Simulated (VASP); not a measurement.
TaN, 2 atoms in the cell. Symmetry: I4mm, No. 107, tetragonal system. The conventional cell has a = 3.082 Å, b = 3.082 Å, c = 4.358 Å, α = 90.00°, β = 90.00°, γ = 90.00°. Ta (site symmetry 4mm) has 6 N at 2.10 to 2.25 Å within 2.8 Å. N (site symmetry 4mm) has 6 Ta at 2.10 to 2.25 Å within 2.8 Å.  This cell differs from its parent crystal: all N atoms moved +0.075 Å, as atom 2 towards its neighbour atom 1 (Ta) at 2.179 Å.

| Property | Result |
| --- | --- |
| Program | VASP 6.6.1 |
| Task | single point |
| Functional | r2SCAN |
| Potentials or basis | VASP PAW PBE potentials, release 64 (Ta_pv, N) |
| Cutoff | 520 eV |
| k mesh | 18 × 18 × 18 |
| Occupations | gaussian, width 0.15 eV |
| Spin | no spin polarisation |
| Dipole correction | no |
| Further INCAR settings | ALGO = Normal; EDIFF = 1e-06; NBANDS = 15 |

Potentials or basis: VASP PAW PBE potentials, release 64 (Ta_pv, N).

Command:

```console
$ cat potpaw_PBE.64/Ta_pv/POTCAR potpaw_PBE.64/N/POTCAR > POTCAR
$ cp INCAR.step1 INCAR
$ mpirun -np 1 vasp_std > vasp.out
$ cp INCAR.step2 INCAR
$ mpirun -np 1 vasp_std > vasp.out
```

Hardware: 1 thread of AMD EPYC 9R45 96-Core Processor (Zen 5) (shared host).

Estimate the wall time of this run.

Run time: 5.4 min on 1 thread of AMD EPYC 9R45 96-Core Processor (Zen 5) (shared host), peak memory 0.24 GiB. Counts: k points 480.
